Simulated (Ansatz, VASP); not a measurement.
One calculation of MgC2, two programs

File INCAR:

```
ALGO     = Normal         # electronic algorithm
EDIFF    = 1E-6           # SCF threshold, eV
ENCUT    = 520            # plane-wave cutoff, eV
GGA      = PE             # functional
ISIF     = 2              # what is computed and relaxed
ISMEAR   = 0              # smearing method
LASPH    = T              # aspherical terms in the spheres
LCHARG   = F              # write CHGCAR
LREAL    = F              # projectors in reciprocal space
LWAVE    = F              # write WAVECAR
NBANDS   = 12             # bands
NELM     = 100            # most SCF steps
PREC     = Accurate       # precision mode
SIGMA    = 0.1            # smearing width, eV
```

KPOINTS

```
k-points
0
Gamma
  6 6 4
```

File POSCAR:

```
MgC2
1.0
    3.0864490900      0.0000000000      0.0000000000
   -1.5432245500      2.6729433200      0.0000000000
    0.0000000000      0.0000000000      5.5852701000
Mg C
1 2
Direct
    0.0000000000      0.0000000000      0.5000000000
    0.0000000000      0.0000000000      0.1655322000
    0.0000000000      0.0000000000      0.8344678000
```

Input for Ansatz:

```yaml
crystal:
  lattice:
    - [3.08644909, 0.0, 0.0]
    - [-1.54322455, 2.67294332, 0.0]
    - [0.0, 0.0, 5.5852701]
  atoms:
    - { symbol: Mg, position: [0.0, 0.0, 0.5] }
    - { symbol: C, position: [0.0, 0.0, 0.1655322] }
    - { symbol: C, position: [0.0, 0.0, 0.8344678] }
basis:
  ecutwfc: 420
kpoints:
  mp_grid: { grid: [6, 6, 4] }
hamiltonian:
  xc: pbe
scf:
  occupations: { method: gaussian, width: 0.1 }
  lower_state_search: "off"
output:
  forces: true
  stress: true
  eigenvalues: true
```

Alike in both runs: task single point; functional PBE; k mesh 6 × 6 × 4; occupations gaussian, width 0.1 eV; no spin polarisation.

|  | VASP | Ansatz |
| --- | --- | --- |
| version | VASP 6.6.1 | Ansatz 0.2.0 |
| potentials or method | VASP PAW PBE potentials, release 64 (Mg, C), cutoff 520 eV | scalar-relativistic, plane waves, PAW |
| valence electrons in the cell | 10 | 18 |

```tsv
	VASP	Ansatz	Ansatz less VASP
gap on the k mesh at the Fermi level (eV)	none	none	-
pressure (GPa)	-3.3	-3.5	-0.24
traceless stress, the component that is largest in VASP (GPa)	2.25	1.64	-0.607
rms of the force components (eV/Å)	3.909	3.882	-0.0278
```

Atom by atom the forces differ by 0.028 eV/Å (rms over components). A gap of «none» marks a metal or a gap that the smearing closes. VASP's potentials hold 10 valence electrons a cell and Ansatz's 18, so a difference there can come from the potentials and not from the codes.

The k mesh is coarse, so the values compare programs but aren't converged.
